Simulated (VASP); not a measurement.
Input of a VASP 6.6.1 run:

The input INCAR:

```
PREC = Accurate ; ENCUT = 520
EDIFF = 1E-6 ; ISMEAR = -1
SIGMA = 0.05 ; LREAL = False
LASPH = True ; NELM = 100
ALGO = Normal ; ISIF = 2
LWAVE = False ; LCHARG = False
GGA = PE ; NBANDS = 44
```

File KPOINTS:

```
Automatic mesh
0
Gamma
  6 6 6
```

File POSCAR:

```
SiO2
1.0
   -2.6578580038      4.8396127333      4.5001245163
    2.6578580038     -4.8396127333      4.5001245163
    2.6578580038      4.8396127333     -4.5001245163
Si O
4 8
Direct
    0.2603409800      0.8449448900      0.4153960900
    0.0704512000      0.1550551100      0.9153960900
    0.7396590200      0.1550551100      0.5846039100
    0.9295488000      0.8449448900      0.0846039100
    0.5000000000      0.0000000000      0.5000000000
    0.0000000000      0.0000000000      0.0000000000
    0.7931754100      0.0000000000      0.2931754100
    0.2068245900      0.5000000000      0.2068245900
    0.2068245900      0.0000000000      0.7068245900
    0.7931754100      0.5000000000      0.7931754100
    0.8693111300      0.1193111300      0.7500000000
    0.1306888700      0.8806888700      0.2500000000
```

Potentials or basis: VASP PAW PBE potentials, release 64 (Si, O).

Launch:

```bash
$ cat potpaw_PBE.64/Si/POTCAR potpaw_PBE.64/O/POTCAR > POTCAR
$ mpirun -np 1 vasp_std > vasp.out
```

Question: Estimate the pressure.

Answer: -1.7 GPa.

Question: Predict the largest force.

Answer: 0.109 eV/Å.

Question: Predict the band gap on the k mesh.

Answer: 5.34 eV.

Stress tensor (GPa, compression positive):
```
-1.68  0.00  0.00
 0.00 -1.68  0.00
 0.00  0.00 -1.79
```

A k mesh can miss the band edges.
